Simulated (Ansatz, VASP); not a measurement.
# CdSe in VASP and in Ansatz

```xyz
2
Lattice="0.0000 3.0396 3.0703 3.0396 0.0000 3.0703 3.0396 3.0396 0.0000" Properties=species:S:1:pos:R:3 pbc="T T T"
Cd    0.0000    0.0000    0.0000
Se    1.5198    1.5198    1.5351
```

Change from the starting cell: equal xx and yy strain of -1 %, crystal datasets.

Alike in both runs: task electric field gradients; functional LDA; k mesh 8 × 8 × 8; occupations fermi-dirac, width 0.03 eV; no spin polarisation.

|  | VASP | Ansatz |
| --- | --- | --- |
| version | VASP 6.6.1 | Ansatz 0.2.0 |
| potentials or method | VASP PAW LDA potentials, release 64 (Cd, Se), cutoff 520 eV | all-electron PAW with datasets made for the crystal, scalar-relativistic |

Ansatz gave:

* pressure (GPa): -2.4
* traceless stress, the component that is largest in VASP (GPa): -0.14
* size of Vzz on the site where it differs most (V/Å²): 4.2

What did VASP give for the same quantities?

Pressure (GPa): -2.0; traceless stress, the component that is largest in VASP (GPa): -0.14; size of Vzz on the site where it differs most (V/Å²): 4.0.

LDA's correlation is that of Perdew and Zunger in VASP and of Perdew and Wang (1992) in Ansatz. Ansatz ran all-electron here, and VASP with PAW potentials.
